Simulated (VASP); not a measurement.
# Cu32ClO15 (a cell with a defect) in VASP: electric field gradients with PBE

Aim: the electric field gradients of Cu32ClO15 (a cell with a defect) with PBE.

Program: VASP 6.6.1. These are calculated values, not measurements. Logs are shortened: lines on timing, memory, paths and dates and some standing lists are left out, and cuts for length are marked.

**1. The cell of the first run**

The cell holds a defect, 48 atoms: a = 8.520 Å, b = 8.520 Å, c = 8.520 Å, α = 90.00°, β = 90.00°, γ = 90.00°.

**2. Electric field gradients, PBE**

Contents of INCAR:

```
PREC = Accurate ; ENCUT = 520
EDIFF = 1E-8 ; ISMEAR = -1
SIGMA = 0.01 ; LREAL = Auto
LASPH = T ; NELM = 100
ALGO = Normal ; ISIF = 2
LWAVE = F ; LCHARG = F
GGA = PE ; LEFG = T
NELECT = 448.0 ; NBANDS = 254
```

Contents of KPOINTS:

```
Automatic mesh
0
Gamma
  2 2 2
```

Contents of POSCAR:

```
Cu32ClO15
1.0
    8.5200000000      0.0000000000      0.0000000000
    0.0000000000      8.5200000000      0.0000000000
    0.0000000000      0.0000000000      8.5200000000
Cu Cl O
32 1 15
Direct
    0.1250000000      0.1250000000      0.1250000000
    0.1250000000      0.1250000000      0.6250000000
    0.1250000000      0.6250000000      0.1250000000
    0.1250000000      0.6250000000      0.6250000000
    0.6250000000      0.1250000000      0.1250000000
    0.6250000000      0.1250000000      0.6250000000
    0.6250000000      0.6250000000      0.1250000000
    0.6250000000      0.6250000000      0.6250000000
    0.1250000000      0.3750000000      0.3750000000
    0.1250000000      0.3750000000      0.8750000000
    0.1250000000      0.8750000000      0.3750000000
    0.1250000000      0.8750000000      0.8750000000
    0.6250000000      0.3750000000      0.3750000000
    0.6250000000      0.3750000000      0.8750000000
    0.6250000000      0.8750000000      0.3750000000
    0.6250000000      0.8750000000      0.8750000000
    0.3750000000      0.3750000000      0.1250000000
    0.3750000000      0.3750000000      0.6250000000
    0.3750000000      0.8750000000      0.1250000000
    0.3750000000      0.8750000000      0.6250000000
    0.8750000000      0.3750000000      0.1250000000
    0.8750000000      0.3750000000      0.6250000000
    0.8750000000      0.8750000000      0.1250000000
    0.8750000000      0.8750000000      0.6250000000
    0.3750000000      0.1250000000      0.3750000000
    0.3750000000      0.1250000000      0.8750000000
    0.3750000000      0.6250000000      0.3750000000
    0.3750000000      0.6250000000      0.8750000000
    0.8750000000      0.1250000000      0.3750000000
    0.8750000000      0.1250000000      0.8750000000
    0.8750000000      0.6250000000      0.3750000000
    0.8750000000      0.6250000000      0.8750000000
    0.0000000000      0.0000000000      0.0000000000
    0.0000000000      0.0000000000      0.5000000000
    0.0000000000      0.5000000000      0.0000000000
    0.0000000000      0.5000000000      0.5000000000
    0.5000000000      0.0000000000      0.0000000000
    0.5000000000      0.0000000000      0.5000000000
    0.5000000000      0.5000000000      0.0000000000
    0.5000000000      0.5000000000      0.5000000000
    0.2500000000      0.2500000000      0.2500000000
    0.2500000000      0.2500000000      0.7500000000
    0.2500000000      0.7500000000      0.2500000000
    0.2500000000      0.7500000000      0.7500000000
    0.7500000000      0.2500000000      0.2500000000
    0.7500000000      0.2500000000      0.7500000000
    0.7500000000      0.7500000000      0.2500000000
    0.7500000000      0.7500000000      0.7500000000
```

Potentials or basis: VASP PAW PBE potentials, release 64 (Cu, Cl, O).

On the command line:

```console
$ cat potpaw_PBE.64/Cu/POTCAR potpaw_PBE.64/Cl/POTCAR potpaw_PBE.64/O/POTCAR > POTCAR
$ mpirun -np 1 vasp_std > vasp.out
```

OUTCAR:

```text
PREC = Accurate
   ENCUT = 520
   EDIFF = 1E-8
   ISMEAR = -1
   LREAL = Auto
   LASPH = T
   NELM = 100
   ISIF = 2
   GGA = PE
   NELECT = 448.0

 ion  position               nearest neighbor table
   1  0.125  0.125  0.125-  33 1.84  41 1.84
   2  0.125  0.125  0.625-  34 1.84  42 1.84
   3  0.125  0.625  0.125-  35 1.84  43 1.84
   4  0.125  0.625  0.625-  36 1.84  44 1.84
   5  0.625  0.125  0.125-  37 1.84  45 1.84
   6  0.625  0.125  0.625-  38 1.84  46 1.84
[... 28 lines left out ...]
  35  0.000  0.500  0.000-   3 1.84  10 1.84  21 1.84  32 1.84
  36  0.000  0.500  0.500-   4 1.84   9 1.84  22 1.84  31 1.84
  37  0.500  0.000  0.000-   5 1.84  16 1.84  19 1.84  26 1.84
  38  0.500  0.000  0.500-   6 1.84  15 1.84  20 1.84  25 1.84
[... 8 lines left out ...]
  47  0.750  0.750  0.250-   7 1.84  15 1.84  23 1.84  31 1.84
  48  0.750  0.750  0.750-   8 1.84  16 1.84  24 1.84  32 1.84

  LATTYP: Found a simple cubic cell.
 ALAT       =     8.5200000000

  Lattice vectors:

 A1 = (   8.5200000000,   0.0000000000,   0.0000000000)
 A2 = (   0.0000000000,   8.5200000000,   0.0000000000)
 A3 = (   0.0000000000,   0.0000000000,   8.5200000000)

Analysis of symmetry for initial positions (statically):
=====================================================================
 Subroutine PRICEL returns:
 Original cell was already a primitive cell.

 Routine SETGRP: Setting up the symmetry group for a
 simple cubic supercell.

 Subroutine GETGRP returns: Found 24 space group operations
 (whereof 24 operations were pure point group operations)
 out of a pool of 48 trial point group operations.

The static configuration has the point symmetry T_d .

Analysis of symmetry for dynamics (positions and initial velocities):
=====================================================================
 Subroutine PRICEL returns:
 Original cell was already a primitive cell.

 Routine SETGRP: Setting up the symmetry group for a
 simple cubic supercell.

 Subroutine GETGRP returns: Found 24 space group operations
 (whereof 24 operations were pure point group operations)
 out of a pool of 48 trial point group operations.

The dynamic configuration has the point symmetry T_d .

 Subroutine INISYM returns: Found 24 space group operations
 (whereof 24 operations are pure point group operations),
 and found     1 'primitive' translations

----------------------------------------------------------------------------------------

                                     Primitive cell

  volume of cell :     618.4702

  direct lattice vectors                    reciprocal lattice vectors
     8.520000000  0.000000000  0.000000000     0.117370892  0.000000000  0.000000000
     0.000000000  8.520000000  0.000000000     0.000000000  0.117370892  0.000000000
     0.000000000  0.000000000  8.520000000     0.000000000  0.000000000  0.117370892

  length of vectors
     8.520000000  8.520000000  8.520000000     0.117370892  0.117370892  0.117370892

  position of ions in fractional coordinates (direct lattice)
     0.125000000  0.125000000  0.125000000
     0.125000000  0.125000000  0.625000000
     0.125000000  0.625000000  0.125000000
     0.125000000  0.625000000  0.625000000
     0.625000000  0.125000000  0.125000000
     0.625000000  0.125000000  0.625000000
[... 40 lines left out ...]
     0.750000000  0.750000000  0.250000000
     0.750000000  0.750000000  0.750000000

  ion indices of the primitive-cell ions
   primitive index   ion index
                 1           1
                 2           2
                 3           3
                 4           4
                 5           5
                 6           6
[... 40 lines left out ...]
                47          47
                48          48

----------------------------------------------------------------------------------------

[... 50 lines left out ...]
   EDIFFG = 0.1E-06   stopping-criterion for IOM
   NSW    =      0    number of steps for IOM
   IBRION =     -1    ionic relax: 0-MD 1-quasi-New 2-CG
   NFREE  =      0    steps in history (QN), initial steepest desc. (CG)
   ISIF   =      2    stress and relaxation
   ISYM   =      2    0-nonsym 1-usesym 2-fastsym
   POTIM  = 0.5000    time-step for ionic-motion
   TEBEG  =    0.0;   TEEND  =   0.0 temperature during run
   PSTRESS=    0.0 pullay stress
   NELECT =     448.0000    total number of electrons
   NUPDOWN=      -1.0000    fix difference up-down
   EMIN   =  10.00;   EMAX   =-10.00  energy-range for DOS
   EFERMI =   0.00;   METHOD = LEGACY
   ISMEAR =    -1;   SIGMA  =   0.01  broadening in eV -4-tet -1-fermi 0-gaus
   EFERMI_NEDOS =   21; number of points for ismear=-14 and -15
   IALGO  =     38    algorithm
   IMIX   =      4    mixing-type and parameters
     AMIX     =   0.40;   BMIX     =  1.00
     AMIX_MAG =   1.60;   BMIX_MAG =  1.00
  volume/ion in A,a.u.               =      12.88        86.95
  Fermi-wavevector in a.u.,A,eV,Ry     =   1.470261  2.778391 29.411289  2.161669
  Thomas-Fermi vector in A             =   2.585540
   LORBIT       =      0    0 simple, 1 ext, 2 COOP (PROOUT), +10 PAW based schemes
   GGA     = PE    functional components
   LHFCALC =     F    Hartree Fock is set to
   AEXX    =    0.0000 exact exchange contribution
   IVDW    =     0    specifies the selected vdW correction
   LEPSILON=     F    determine dielectric tensor
   LRPA    =     F    only Hartree local field effects (RPA)
 non-spin polarized calculation
  energy-cutoff  :      520.00
  volume of cell :      618.47
 maximum number of plane-waves:     16663
 NGX is ok and might be reduce to    64
   NGX = 31   NGY = 31   NGZ = 31

 number of electron     448.0000783 magnetization

 Free energy of the ion-electron system (eV)
  ---------------------------------------------------
  ext. energy  EPLUGINS =         0.00000000
  ---------------------------------------------------
  free energy    TOTEN  =      -214.52014201 eV

  energy without entropy =     -214.52014201  energy(sigma->0) =     -214.52014201

 E-fermi :   5.2321     XC(G=0): -11.0647

 val. band max:        4.9961952434   @ k =   0.0000   0.0000   0.0000
 cond. band min:       5.5899311615   @ k =   0.0000   0.0000   0.0000
 fundamental gap:      0.5937359181
 Fermi energy:         5.2320773726

 k-point     1 :       0.0000    0.0000    0.0000
  band No.  band energies     occupation
      1     -15.6233      2.00000
      2     -15.0571      2.00000
      3     -14.8948      2.00000
      4     -14.7798      2.00000
      5     -14.7798      2.00000
      6     -14.7798      2.00000
[... 945 lines left out ...]
    235       8.0421      0.00000
    236       8.0421      0.00000
 [bands above 236 left out]

------------------------ aborting loop because EDIFF is reached ----------------------------------------

  FORCE on cell =-STRESS in cart. coord.  units (eV):
  Direction    XX          YY          ZZ          XY          YZ          ZX
  --------------------------------------------------------------------------------------
  -------------------------------------------------------------------------------------
  Total       21.9932878     21.9932878     21.9932878      0.0000000      0.0000000     -0.0000000
  in kB       56.9746879     56.9746879     56.9746879      0.0000000      0.0000000     -0.0000000
  external PRESSURE =      56.9746879 kB  Pullay stress =       0.0000000 kB

 VOLUME and BASIS-vectors are now :
 -----------------------------------------------------------------------------
  energy-cutoff  :      520.00
  volume of cell :      618.47
      direct lattice vectors                 reciprocal lattice vectors
     8.520000000  0.000000000  0.000000000     0.117370892  0.000000000  0.000000000
     0.000000000  8.520000000  0.000000000     0.000000000  0.117370892  0.000000000
     0.000000000  0.000000000  8.520000000     0.000000000  0.000000000  0.117370892

 POSITION                                       TOTAL-FORCE (eV/Angst)
 -----------------------------------------------------------------------------------
      1.06500      1.06500      1.06500         3.234336      3.234336      3.234336
      1.06500      1.06500      5.32500         0.051956      0.051956     -0.095832
      1.06500      5.32500      1.06500         0.051956     -0.095832      0.051956
      1.06500      5.32500      5.32500        -0.012732     -0.043565     -0.043565
      5.32500      1.06500      1.06500        -0.095832      0.051956      0.051956
      5.32500      1.06500      5.32500        -0.043565     -0.012732     -0.043565
[... 40 lines left out ...]
      6.39000      6.39000      2.13000        -0.069637     -0.069637      0.069637
      6.39000      6.39000      6.39000         0.085609      0.085609      0.085609
 -----------------------------------------------------------------------------------
    total drift:                                0.000000     -0.000000      0.000000

  FREE ENERGIE OF THE ION-ELECTRON SYSTEM (eV)
  ---------------------------------------------------
  free  energy   TOTEN  =      -214.5201420104 eV

  energy  without entropy=     -214.5201420104  energy(sigma->0) =     -214.52014201

 Electric field gradients (V/A^2)
---------------------------------------------------------------------
 ion       V_xx      V_yy      V_zz      V_xy      V_xz      V_yz
---------------------------------------------------------------------
   1       0.000     0.000     0.000   -69.336   -69.336   -69.336
   2      -0.941    -0.941     1.881   -31.136   -35.357   -35.357
   3      -0.941     1.881    -0.941   -35.357   -31.136   -35.357
   4       0.536    -0.268    -0.268   -33.046   -33.046   -33.739
   5       1.881    -0.941    -0.941   -35.357   -35.357   -31.136
   6      -0.268     0.536    -0.268   -33.046   -33.739   -33.046
[... 40 lines left out ...]
  47       0.000     0.000    -0.000    -1.214     1.214     1.214
  48      -0.000    -0.000     0.000     0.551     0.551     0.551
---------------------------------------------------------------------

 Electric field gradients after diagonalization (V/A^2)
 (convention: |V_zz| > |V_xx| > |V_yy|)
----------------------------------------------------------------------
 ion       V_xx      V_yy      V_zz     asymmetry (V_yy - V_xx)/ V_zz
----------------------------------------------------------------------
   1      69.336    69.336  -138.672       0.000
   2      37.709    30.195   -67.904       0.111
   3      37.709    30.195   -67.904       0.111
   4      33.471    33.088   -66.559       0.006
   5      37.709    30.195   -67.904       0.111
   6      33.471    33.088   -66.559       0.006
[... 40 lines left out ...]
  47       1.214     1.214    -2.429       0.000
  48      -0.551    -0.551     1.101       0.000
----------------------------------------------------------------------

           NMR quadrupolar parameters

 Cq : quadrupolar parameter    Cq=e*Q*V_zz/h
 eta: asymmetry parameters     (V_yy - V_xx)/ V_zz
 Q  : nuclear electric quadrupole moment in mb (millibarn)
----------------------------------------------------------------------
 ion       Cq(MHz)       eta       Q (mb)
----------------------------------------------------------------------
   1      -0.335       0.000       1.000
   2      -0.164       0.111       1.000
   3      -0.164       0.111       1.000
   4      -0.161       0.006       1.000
   5      -0.164       0.111       1.000
   6      -0.161       0.006       1.000
[... 40 lines left out ...]
  47      -0.006       0.000       1.000
  48       0.003       0.000       1.000
----------------------------------------------------------------------
```

It took 38 min on 1 thread of Intel Xeon Platinum 8488C (Sapphire Rapids), shared host; peak memory 0.82 GiB.

What came out:

| Property | Result |
| --- | --- |
| Free energy | -214.5201 eV |
| Largest force | 5.602 eV/Å |
| Largest electric field gradient by atom | Cu -138.7, -67.9, -66.6, -66.5 (each value once); Cl +0.0; O +5.3, -1.2, +0.0, -2.4, +1.1 (each value once) V/Å² |

Forces in eV/Å, atoms in the order of the input:
```
Cu   3.234  3.234  3.234
Cu   0.052  0.052 -0.096
Cu   0.052 -0.096  0.052
Cu  -0.013 -0.044 -0.044
Cu  -0.096  0.052  0.052
Cu  -0.044 -0.013 -0.044
Cu  -0.044 -0.044 -0.013
Cu  -0.027 -0.027 -0.027
Cu  -0.013  0.044  0.044
Cu   0.052  0.096 -0.052
Cu   0.052 -0.052  0.096
Cu   3.234 -3.234 -3.234
Cu  -0.027  0.027  0.027
Cu  -0.044  0.044  0.013
Cu  -0.044  0.013  0.044
Cu  -0.096 -0.052 -0.052
Cu   0.044  0.044 -0.013
Cu   0.027  0.027 -0.027
Cu   0.096 -0.052  0.052
Cu   0.044  0.013 -0.044
Cu  -0.052  0.096  0.052
Cu   0.013  0.044 -0.044
Cu  -3.234 -3.234  3.234
Cu  -0.052 -0.052 -0.096
Cu   0.044 -0.013  0.044
Cu   0.096  0.052 -0.052
Cu   0.027 -0.027  0.027
Cu   0.044 -0.044  0.013
Cu  -0.052  0.052  0.096
Cu  -3.234  3.234 -3.234
Cu   0.013 -0.044  0.044
Cu  -0.052 -0.096 -0.052
Cl   0.000  0.000  0.000
O    0.000  0.000  0.000
O    0.000  0.000  0.000
O    0.000  0.000  0.000
O    0.000  0.000  0.000
O    0.000  0.000  0.000
O    0.000  0.000  0.000
O    0.000  0.000  0.000
O    0.070  0.070  0.070
O   -0.086 -0.086  0.086
O   -0.086  0.086 -0.086
O    0.070 -0.070 -0.070
O    0.086 -0.086 -0.086
O   -0.070  0.070 -0.070
O   -0.070 -0.070  0.070
O    0.086  0.086  0.086
```

Electric field gradients, principal values (V/Å²):
| atom | least | middle | greatest (by size) |
| --- | --- | --- | --- |
| 1 Cu | 69.336 | 69.336 | -138.672 |
| 2 Cu | 30.195 | 37.709 | -67.904 |
| 3 Cu | 30.195 | 37.709 | -67.904 |
| 4 Cu | 33.088 | 33.471 | -66.559 |
| 5 Cu | 30.195 | 37.709 | -67.904 |
| 6 Cu | 33.088 | 33.471 | -66.559 |
| 7 Cu | 33.088 | 33.471 | -66.559 |
| 8 Cu | 33.275 | 33.275 | -66.549 |
| 9 Cu | 33.088 | 33.471 | -66.559 |
| 10 Cu | 30.195 | 37.709 | -67.904 |
| 11 Cu | 30.195 | 37.709 | -67.904 |
| 12 Cu | 69.336 | 69.336 | -138.672 |
| 13 Cu | 33.275 | 33.275 | -66.549 |
| 14 Cu | 33.088 | 33.471 | -66.559 |
| 15 Cu | 33.088 | 33.471 | -66.559 |
| 16 Cu | 30.195 | 37.709 | -67.904 |
| 17 Cu | 33.088 | 33.471 | -66.559 |
| 18 Cu | 33.275 | 33.275 | -66.549 |
| 19 Cu | 30.195 | 37.709 | -67.904 |
| 20 Cu | 33.088 | 33.471 | -66.559 |
| 21 Cu | 30.195 | 37.709 | -67.904 |
| 22 Cu | 33.088 | 33.471 | -66.559 |
| 23 Cu | 69.336 | 69.336 | -138.672 |
| 24 Cu | 30.195 | 37.709 | -67.904 |
| 25 Cu | 33.088 | 33.471 | -66.559 |
| 26 Cu | 30.195 | 37.709 | -67.904 |
| 27 Cu | 33.275 | 33.275 | -66.549 |
| 28 Cu | 33.088 | 33.471 | -66.559 |
| 29 Cu | 30.195 | 37.709 | -67.904 |
| 30 Cu | 69.336 | 69.336 | -138.672 |
| 31 Cu | 33.088 | 33.471 | -66.559 |
| 32 Cu | 30.195 | 37.709 | -67.904 |
| 33 Cl | 0.000 | 0.000 | 0.000 |
| 34 O | -2.666 | -2.666 | 5.331 |
| 35 O | -2.666 | -2.666 | 5.331 |
| 36 O | 0.611 | 0.611 | -1.222 |
| 37 O | -2.666 | -2.666 | 5.331 |
| 38 O | 0.611 | 0.611 | -1.222 |
| 39 O | 0.611 | 0.611 | -1.222 |
| 40 O | 0.000 | 0.000 | 0.000 |
| 41 O | 1.214 | 1.214 | -2.429 |
| 42 O | -0.551 | -0.551 | 1.101 |
| 43 O | -0.551 | -0.551 | 1.101 |
| 44 O | 1.214 | 1.214 | -2.429 |
| 45 O | -0.551 | -0.551 | 1.101 |
| 46 O | 1.214 | 1.214 | -2.429 |
| 47 O | 1.214 | 1.214 | -2.429 |
| 48 O | -0.551 | -0.551 | 1.101 |

Caveat: the cell carries a net charge on a neutralising background, which shifts energy and pressure; the cell is charged against a uniform background, so pressure and absolute levels hang on convention; without QUAD_EFG the Cq values of the log hold for a quadrupole moment of 1 mb, not for the nuclei.
